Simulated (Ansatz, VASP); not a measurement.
# SnAs2 in VASP and in Ansatz

```
Sn As
1.0
     0.00000    3.37926    3.37926
     3.37926    0.00000    3.37926
     3.37926    3.37926    0.00000
Sn As
1 2
Direct
  0.00000 0.00000 0.00000
  0.25000 0.25000 0.25000
  0.75000 0.75000 0.75000
```

Change from the starting cell: species swapped into the Mg2Ge type (Fm-3m, No. 225).

Alike in both runs: functional PBE; k mesh 4 × 4 × 4; occupations gaussian, width 0.1 eV; no spin polarisation.

Ansatz relaxed the structure, and its values are those at the end. VASP's run is a single point on that final structure, the one shown.

```csv
,VASP,Ansatz
version,VASP 6.6.1,Ansatz 0.2.0
potentials or method,"VASP PAW PBE potentials, release 64 (Sn_d, As), cutoff 520 eV","scalar-relativistic, plane waves, PAW"
valence electrons in the cell,24,44
```

```csv
,VASP,Ansatz,Ansatz less VASP
gap on the k mesh at the Fermi level (eV),none,none,-
pressure (GPa),0.0,0.0,-0.04
```

A gap of «none» marks a metal or a gap that the smearing closes. VASP's potentials hold 24 valence electrons a cell and Ansatz's 44, so a difference there can come from the potentials and not from the codes.

The k mesh is coarse, so the values compare programs but aren't converged.
